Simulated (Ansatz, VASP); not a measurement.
## Al: VASP beside Ansatz

```xyz
1
Lattice="0.0000 2.0195 2.0195 2.0195 0.0000 2.0195 2.0195 2.0195 0.0000" Properties=species:S:1:pos:R:3 pbc="T T T"
Al    0.0000    0.0000    0.0000
```

Alike in both runs: task single point; functional PBE; k mesh 8 × 8 × 8; occupations gaussian, width 0.1 eV; no spin polarisation.

|  | VASP | Ansatz |
| --- | --- | --- |
| version | VASP 6.6.1 | Ansatz 0.2.0 |
| potentials or method | VASP PAW PBE potentials, release 64 (Al), cutoff 520 eV | scalar-relativistic, plane waves, PAW |
| valence electrons in the cell | 3 | 3 |

|  | VASP | Ansatz | Ansatz less VASP |
| --- | --- | --- | --- |
| gap on the k mesh at the Fermi level (eV) | none | none | - |
| pressure (GPa) | 0.2 | 0.2 | +0.04 |

A gap of «none» marks a metal or a gap that the smearing closes. The functional is the same, so the differences come from potentials, cutoffs and numerics.
